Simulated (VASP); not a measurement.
Input of a VASP 6.6.1 run:

The input INCAR:

```
PREC = Accurate ; ENCUT = 520
EDIFF = 1E-7 ; ISMEAR = -1
SIGMA = 0.02 ; LREAL = False
LASPH = True ; NELM = 80
ALGO = Normal ; ISIF = 2
LWAVE = False ; LCHARG = False
GGA = PE ; NBANDS = 51
```

Contents of KPOINTS:

```
Automatic mesh
0
Gamma
  9 9 3
```

File POSCAR:

```
Ge
1.0
    0.0000000000      2.8804751510     -2.8804751510
   -2.8804751510      0.0000000000      2.8804751510
    5.7609503020      5.7609503020      5.7609503020
Ge
6
Direct
    0.3333333330      0.6666666670      0.2083333330
    0.6666666670      0.3333333330      0.5416666670
    0.0000000000      0.0000000000      0.8750000000
    0.0000000000      0.0000000000      0.1250000000
    0.3333333330      0.6666666670      0.4583333330
    0.6666666670      0.3333333330      0.7916666670
```

Potentials or basis: VASP PAW PBE potentials, release 64 (Ge_d).

The run is started by

```console
$ cat potpaw_PBE.64/Ge_d/POTCAR > POTCAR
$ mpirun -np 1 vasp_std > vasp.out
```

Problem. What does it give for the band gap on the k mesh?

Solution. Zero (filled and empty bands touch).

Problem. What does it give for the pressure?

Solution. 0.0 GPa.

Caveat: semilocal functionals underestimate gaps, and a narrow one can read as zero.
